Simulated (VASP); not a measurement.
Set up this calculation in VASP 6.6.1, as the native input.

```yaml
Task: relaxation of cell and atoms
Functional: r2SCAN
Potentials_or_basis: VASP PAW PBE potentials, release 64 (Ge_d)
Cutoff: 600 eV
k_mesh: 13 × 13 × 13
Occupations: fermi-dirac, width 0.1 eV
Spin: no spin polarisation
Dipole_correction: no
Further_INCAR_settings: ALGO = Normal; EDIFF = 1e-06; IBRION = 2; EDIFFG = -0.01; NSW = 80; ISIF = 3
```

Crystal: Ge.

```
Ge
1.0
     0.00000    2.12674    2.12674
     2.12674    0.00000    2.12674
     2.12674    2.12674    0.00000
Ge
1
Direct
  0.00000 0.00000 0.00000
```

These files were run (other wordings do the same):

POSCAR

```
Ge
1.0
    0.0000000000      2.1267354152      2.1267354152
    2.1267354152      0.0000000000      2.1267354152
    2.1267354152      2.1267354152      0.0000000000
Ge
1
Direct
    0.0000000000      0.0000000000      0.0000000000
```

INCAR.step1

```
PREC = Accurate ; ENCUT = 600
ISMEAR = -1 ; SIGMA = 0.1
LREAL = False ; LASPH = True
NELM = 60 ; GGA = PE
ALGO = Normal ; EDIFF = 1E-4
LWAVE = True ; LCHARG = False
```

INCAR.step2

```
PREC = Accurate ; ENCUT = 600
EDIFF = 1E-6 ; ISMEAR = -1
SIGMA = 0.1 ; LREAL = False
LASPH = True ; NELM = 60
ALGO = Normal ; ISIF = 3
LWAVE = False ; LCHARG = False
METAGGA = R2SCAN ; LMIXTAU = True
IBRION = 2 ; NSW = 80
EDIFFG = -0.01 ; ISTART = 1
```

KPOINTS

```
Automatic mesh
0
Gamma
  13 13 13
```

Potentials or basis: VASP PAW PBE potentials, release 64 (Ge_d).

Run with:

```console
$ cat potpaw_PBE.64/Ge_d/POTCAR > POTCAR
$ cp INCAR.step1 INCAR
$ mpirun -np 1 vasp_std > vasp.out
$ cp INCAR.step2 INCAR
$ mpirun -np 1 vasp_std > vasp.out
```

It gave:

```yaml
Relaxed_volume: 18.90 Å³/atom
Relaxed_cell: a = 2.990 Å, b = 2.990 Å, c = 2.990 Å, α = 60.00°, β = 60.00°, γ = 60.00°
Space_group_after_relaxing_to_0.05_Å: Fm-3m (No. 225)
Energy_gained_by_relaxing: 1.1 meV/atom
Ionic_steps: 2
Pressure_after_relaxing: 0.0 GPa
Band_gap_on_the_k_mesh: zero (band 7 reaches 16.17 eV, above the bottom of band 8 at 4.26 eV)
```

Caveat: the PAW data sets were made with another functional, which shifts forces and pressure a little.

It took 72 s on 1 thread of Intel(R) Xeon(R) Platinum 8259CL CPU @ 2.50GHz (Skylake/Cascade Lake) (shared host), peak memory 0.16 GiB.
